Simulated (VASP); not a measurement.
Wanted: the native input for a VASP 6.6.1 run.

```
Task                   : single point
Functional             : revPBE
Potentials or basis    : VASP PAW PBE potentials, release 64 (Pd)
Cutoff                 : 520 eV
k mesh                 : 14 × 14 × 13
Occupations            : fermi-dirac, width 0.05 eV
Spin                   : collinear spin
Starting moments       : [0.5, 0.5] μB
Dipole correction      : no
Further INCAR settings : ALGO = Normal; EDIFF = 1e-06; NBANDS = 21
```

The structure of Pd lies in POSCAR:

```
Pd
1.0
   -3.0093160891      3.4259495204      1.3581902396
    3.4259495204     -3.0093160891      1.3581902396
    1.9363899798      1.9363899798     -0.5951253471
Pd
2
Direct
    0.0079678054      0.9920321946      1.0000000000
    0.7420321946      0.2579678054      0.5000000000
```

One way to write it, as run:

INCAR

```
ALGO     = Normal         # electronic algorithm
EDIFF    = 1E-6           # SCF threshold, eV
ENCUT    = 520            # plane-wave cutoff, eV
GGA      = RE             # functional
ISIF     = 2              # what is computed and relaxed
ISMEAR   = -1             # smearing method
ISPIN    = 2              # spin polarisation
LASPH    = True           # aspherical terms in the spheres
LCHARG   = False          # write CHGCAR
LMAXMIX  = 4              # l up to which the mixer works
LORBIT   = 11             # projections on sites
LREAL    = False          # projectors in reciprocal space
LWAVE    = False          # write WAVECAR
MAGMOM   = 0.5 0.5        # initial moments
NBANDS   = 21             # bands
NELM     = 150            # most SCF steps
PREC     = Accurate       # precision mode
SIGMA    = 0.05           # smearing width, eV
```

KPOINTS

```
k-points
0
Gamma
  14 14 13
```

Potentials or basis: VASP PAW PBE potentials, release 64 (Pd).

Run with:

```bash
$ cat potpaw_PBE.64/Pd/POTCAR > POTCAR
$ mpirun -np 1 vasp_std > vasp.out
```

Results of the run:

```
Pressure                                              : -8.8 GPa
Largest force                                         : 0.059 eV/Å
Band gap on the k mesh                                : zero (filled and empty bands overlap)
Net moment                                            : 0.00 μB per cell
Valence electrons inside the program's atomic spheres : Pd 9.21
```

Caveat: the cell stands under tension; the PAW data sets were made with another functional, which shifts forces and pressure a little.

It took 22 min on 1 thread of Oxide Virtual Turin-like Processor, with other jobs on the host, peak memory 0.71 GiB.
